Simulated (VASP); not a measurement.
Here is a VASP 6.6.1 calculation.

File INCAR:

```
PREC = Accurate ; ENCUT = 520
EDIFF = 1E-6 ; ISMEAR = -1
SIGMA = 0.05 ; LREAL = F
LASPH = T ; NELM = 80
ALGO = Normal ; ISIF = 2
LWAVE = F ; LCHARG = T
GGA = PE ; LELF = T
LVHAR = T ; NBANDS = 15
```

Contents of KPOINTS:

```
regular mesh
0
Gamma
  10 10 5
```

Contents of POSCAR:

```
AlIn
1.0
    2.9917833222      0.0000000000      0.0000000000
   -1.4958965590      2.5909660741      0.0000000000
    0.0000000000      0.0000000000      5.7090474333
Al In
1 1
Direct
    0.0000000000      0.0000000000      0.0000000000
    0.0000000000      0.0000000000      0.5000000000
```

Potentials or basis: VASP PAW PBE potentials, release 64 (Al, In_d).

Command:

```sh
$ cat potpaw_PBE.64/Al/POTCAR potpaw_PBE.64/In_d/POTCAR > POTCAR
$ mpirun -np 1 vasp_std > vasp.out
```

(1) Estimate the pressure.

(2) Predict the band gap on the k mesh.

Answers

(1) 3.3 GPa.

(2) zero (band 8 reaches 8.92 eV, above the bottom of band 9 at 5.14 eV).

Caveat: spin-orbit coupling is left out, which moves the levels of the heavy elements.
